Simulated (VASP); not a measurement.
**Ni: single point with PBEsol**

Crystal: Ni.

```
Ni
1.0
    -1.40193    1.40193    1.40193
     1.40193   -1.40193    1.40193
     1.40193    1.40193   -1.40193
Ni
1
Direct
  0.00000 0.00000 0.00000
```

This isn't the form of Ni at room conditions, which is fcc.

* Program: VASP 6.6.1
* Task: single point
* Functional: PBEsol
* Potentials or basis: VASP PAW PBE potentials, release 64 (Ni)
* Cutoff: 520 eV
* k mesh: 14 × 14 × 14
* Occupations: gaussian, width 0.01 eV
* Spin: collinear spin, ferromagnetic start
* Starting moments: [2.0] μB

```
Pressure                                              : -10.3 GPa
Net moment                                            : 0.53 μB per cell
Site moments                                          : Ni +0.53 μB
Valence electrons inside the program's atomic spheres : Ni 9.30
```

Levels at points of the mesh, in eV from the Fermi level:
Spin up:
```csv
k point,band 1,band 2,band 3,band 4,band 5,band 6,band 7,band 8,band 9,band 10
"(0.00, 0.00, 0.00)",-8.85,-2.25,-2.25,-2.25,-0.84,-0.84,26.28,26.28,26.28,31.09
"(0.50, 0.00, 0.00)",-4.55,-3.16,-0.93,-0.69,-0.05,0.24,6.36,18.95,19.78,23.55
"(0.50, 0.50, 0.50)",-4.10,-4.10,-0.26,-0.26,-0.26,9.64,9.64,9.64,15.53,15.53
```
Spin down:
```csv
k point,band 3,band 4,band 5,band 6,band 7,band 8
"(0.00, 0.00, 0.00)",-1.62,-1.62,-0.38,-0.38,26.21,26.21
"(0.50, 0.00, 0.00)",-0.40,-0.22,0.22,0.68,6.69,18.90
"(0.50, 0.50, 0.50)",0.45,0.45,0.45,9.68,9.68,9.68
```

Wall time 42 s on 1 thread of Intel Xeon 8259CL, with other jobs on the host, peak memory 0.14 GiB.

Caveat: the cell stands under tension; the PAW data sets were made with another functional, which shifts forces and pressure a little.
